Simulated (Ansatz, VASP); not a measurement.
# YS: VASP beside Ansatz

Contents of INCAR:

```
SYSTEM = YS
PREC = Accurate
ENCUT = 520
EDIFF = 1E-7
ISMEAR = -1
SIGMA = 0.01
LREAL = .FALSE.
LASPH = .TRUE.
NELM = 80
ALGO = Normal
ISIF = 2
LWAVE = .FALSE.
LCHARG = .FALSE.
NBANDS = 16
```

The input KPOINTS:

```
Automatic mesh
0
G
  8 8 8
  0 0 0
```

The input POSCAR:

```
YS
1.0
    0.0000000000      2.7527651832      2.7527651832
    2.7527651832      0.0000000000      2.7527651832
    2.7527651832      2.7527651832      0.0000000000
Y S
1 1
Direct
    0.5000000000      0.5000000000      0.5000000000
    0.0000000000      0.0000000000      0.0000000000
```

Input for Ansatz:

```yaml
crystal:
  lattice:
    - [0.0, 2.7527651832, 2.7527651832]
    - [2.7527651832, 0.0, 2.7527651832]
    - [2.7527651832, 2.7527651832, 0.0]
  atoms:
    - { symbol: "Y", position: [0.5, 0.5, 0.5] }
    - { symbol: S, position: [0.0, 0.0, 0.0] }
kpoints:
  mp_grid: { grid: [8, 8, 8] }
  band_path:
    path:
      - [0.0, 0.0, 0.0]
      - [0.5, 0.0, 0.5]
      - [0.625, 0.25, 0.625]
      - [0.375, 0.375, 0.75]
      - [0.0, 0.0, 0.0]
      - [0.5, 0.5, 0.5]
      - [0.5, 0.25, 0.75]
      - [0.5, 0.0, 0.5]
    npoints: 5
scf:
  occupations: { method: fermi_dirac, width: 0.01 }
hamiltonian:
  xc: lda
  pseudopotentials: { kind: all_electron, lapw: { basis_error: 0.00025 } }
output:
  forces: true
  stress: true
  eigenvalues: true
```

Change from the starting cell: volume scaled by 1.01.

Alike in both runs: task single point; functional LDA; k mesh 8 × 8 × 8; occupations fermi-dirac, width 0.01 eV; no spin polarisation.

|  | VASP | Ansatz |
| --- | --- | --- |
| version | VASP 6.6.1 | Ansatz 0.2.0 |
| potentials or method | VASP PAW LDA potentials, release 64 (Y_sv, S), cutoff 520 eV | all-electron LAPW, scalar-relativistic |

|  | VASP | Ansatz | Ansatz less VASP |
| --- | --- | --- | --- |
| pressure (GPa) | -4.7 | -4.7 | -0.03 |

LDA's correlation is that of Perdew and Zunger in VASP and of Perdew and Wang (1992) in Ansatz. Ansatz ran all-electron here, and VASP with PAW potentials.
